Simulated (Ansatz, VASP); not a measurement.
Sb: VASP beside Ansatz

```xyz
2
Lattice="2.1879 1.2632 3.8432 -2.1879 1.2632 3.8432 0.0000 -2.5264 3.8432" Properties=species:S:1:pos:R:3 pbc="T T T"
Sb    0.0000    0.0000    2.6827
Sb    0.0000    0.0000    8.8468
```

Alike in both runs: task single point; functional PBE; k mesh 9 × 9 × 9; occupations methfessel-paxton of order 1, width 0.2 eV; no spin polarisation.

|  | VASP | Ansatz |
| --- | --- | --- |
| version | VASP 6.6.1 | Ansatz 0.2.0 |
| potentials or method | VASP PAW PBE potentials, release 64 (Sb), cutoff 520 eV | plane waves (420 eV) with PAW, scalar-relativistic |
| valence electrons in the cell | 10 | 30 |

Ansatz gave:

```
pressure (GPa)                                                : 0.0
traceless stress, the component that is largest in VASP (GPa) : -0.03
```

Task: Which values does VASP return?

Result: Pressure (GPa): 0.1; traceless stress, the component that is largest in VASP (GPa): -0.06.

VASP's potentials hold 10 valence electrons a cell and Ansatz's 30, so a difference there can come from the potentials and not from the codes.

Neither program's run includes spin-orbit coupling.
